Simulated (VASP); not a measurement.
A run of VASP 6.6.1 is set up as follows.

The input INCAR:

```
ALGO = Normal
EDIFF = 1E-6
ENCUT = 500
GGA = PE
GGA_COMPAT = F
ISIF = 2
ISMEAR = -1
LASPH = T
LCHARG = F
LREAL = F
LWAVE = F
NBANDS = 26
NELM = 120
PREC = Accurate
SIGMA = 0.02
```

KPOINTS

```
k-points
0
Gamma
  12 12 4
```

POSCAR

```
ZnS
1.0
    3.8906929190      0.0000000000      0.0000000000
   -1.9453464595      3.2956170835      0.0000000000
    0.0000000000      0.0000000000      6.2439930788
Zn S
2 2
Direct
    0.3334357879      0.6668715758     -0.0006210166
    0.6665642121      0.3331284242      0.4993789834
    0.3304266206      0.6608532412      0.3756210166
    0.6695733794      0.3391467588      0.8756210166
```

Potentials or basis: VASP PAW PBE potentials, release 64 (Zn, S).

Run with:

```sh
$ cat potpaw_PBE.64/Zn/POTCAR potpaw_PBE.64/S/POTCAR > POTCAR
$ mpirun -np 1 vasp_std > vasp.out
```

**Question.** What does it give for the largest force?

**Answer.** 0.005 eV/Å.

**Question.** What does it give for the band gap on the k mesh?

**Answer.** 2.10 eV.

**Question.** Estimate the pressure.

**Answer.** 0.7 GPa.

Stress tensor (GPa, compression positive):
```
-0.30  0.00  0.00
 0.00  1.10  0.00
 0.00  0.00  1.43
```

Caveat: the cell differs from its parent crystal (uniaxial x strain +2.2%). A k mesh can miss the band edges.
